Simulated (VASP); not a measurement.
A run of VASP 6.6.1 is set up as follows.

File POSCAR:

```
Lu
1.0
   -1.9541071100      1.9541071100      1.9541071100
    1.9541071100     -1.9541071100      1.9541071100
    1.9541071100      1.9541071100     -1.9541071100
Lu
1
Direct
   -0.0172786022     -0.0000522567      0.0263228235
```

INCAR.step1

```
ALGO = Normal
EDIFF = 1E-4
ENCUT = 520
GGA = PE
ISMEAR = -1
LASPH = True
LCHARG = False
LREAL = False
LWAVE = True
NBANDS = 18
NELM = 60
PREC = Accurate
SIGMA = 0.1
```

INCAR.step2

```
ALGO = Normal
EDIFF = 1E-6
ENCUT = 520
ISIF = 2
ISMEAR = -1
ISTART = 1
LASPH = True
LCHARG = False
LMIXTAU = True
LREAL = False
LWAVE = False
METAGGA = R2SCAN
NBANDS = 18
NELM = 60
PREC = Accurate
SIGMA = 0.1
```

Contents of KPOINTS:

```
k-points
0
Gamma
  7 7 7
```

Potentials or basis: VASP PAW PBE potentials, release 64 (Lu).

Command:

```console
$ cat potpaw_PBE.64/Lu/POTCAR > POTCAR
$ cp INCAR.step1 INCAR
$ mpirun -np 1 vasp_std > vasp.out
$ cp INCAR.step2 INCAR
$ mpirun -np 1 vasp_std > vasp.out
```

Task: Predict the band gap on the k mesh.

Result: Zero (an odd number of electrons rules out a gap without spin polarisation).

Task: What does it give for the pressure?

Result: -0.1 GPa.

Caveat: the PAW data sets were made with another functional, which shifts forces and pressure a little; spin-orbit coupling is left out, which moves the levels of the heavy elements.
